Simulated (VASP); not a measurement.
# BaTiO3: single point with PBEsol

Crystal: BaTiO3.

```
Ba Ti O
1.0
     4.04927    0.00000    0.00000
     0.00000    4.04927    0.00000
     0.00000    0.00000    3.92223
Ba Ti O
1 1 3
Direct
  0.50000 0.50000 0.50000
  0.00000 0.00000 0.00000
  0.50000 0.00000 0.00000
  0.00000 0.50000 0.00000
  0.00000 0.00000 0.50000
```

This cell differs from its parent crystal: biaxial strain in the a-b plane: +2.0 %.

- Program: VASP 6.6.1
- Task: single point
- Functional: PBEsol
- Potentials or basis: VASP PAW PBE potentials, release 64 (Ba_sv, Ti_sv, O)
- Cutoff: 520 eV
- k mesh: 8 × 8 × 8
- Occupations: gaussian, width 0.02 eV
- Spin: no spin polarisation
- Dipole correction: no
- Further INCAR settings: ALGO = Normal; EDIFF = 1e-06; NBANDS = 28

| Item | Value |
| --- | --- |
| Pressure | -2.6 GPa |
| Band gap on the k mesh | 1.63 eV (least direct gap 1.78 eV) |

Stress tensor (GPa, compression positive):
```
-4.70  0.00  0.00
 0.00 -4.70  0.00
 0.00  0.00  1.58
```

Levels at points of the mesh, in eV from the valence-band top:
| k point | band 17 | band 18 | band 19 | band 20 | band 21 | band 22 | band 23 | band 24 |
| --- | --- | --- | --- | --- | --- | --- | --- | --- |
| (0.00, 0.00, 0.00) | -1.05 | -0.19 | -0.19 | -0.15 | 1.63 | 1.69 | 1.69 | 3.77 |
| (0.50, 0.00, 0.00) | -1.76 | -1.76 | -0.76 | -0.72 | 1.84 | 3.35 | 3.36 | 3.94 |
| (0.50, 0.50, 0.00) | -1.77 | -1.09 | -1.09 | -0.19 | 3.37 | 3.37 | 3.75 | 4.95 |
| (0.00, 0.00, 0.50) | -2.00 | -1.96 | -0.77 | -0.77 | 1.82 | 3.63 | 3.63 | 3.78 |
| (0.50, 0.00, 0.50) | -1.77 | -0.83 | -0.82 | -0.10 | 3.36 | 3.64 | 3.94 | 4.62 |
| (0.50, 0.50, 0.50) | -2.25 | -0.08 | 0.00 | 0.00 | 4.03 | 4.19 | 4.19 | 6.48 |

It took 2.2 min on 1 thread of Intel Xeon 8259CL, on a shared host, peak memory 0.27 GiB.

Caveat: the cell differs from its parent crystal (biaxial strain in the a-b plane: +2.0 %); the stress differs along the axes, from -5 to 2 GPa; the PAW data sets were made with another functional, which shifts forces and pressure a little; spin-orbit coupling is left out, which moves the levels of the heavy elements. A k mesh can miss the band edges.
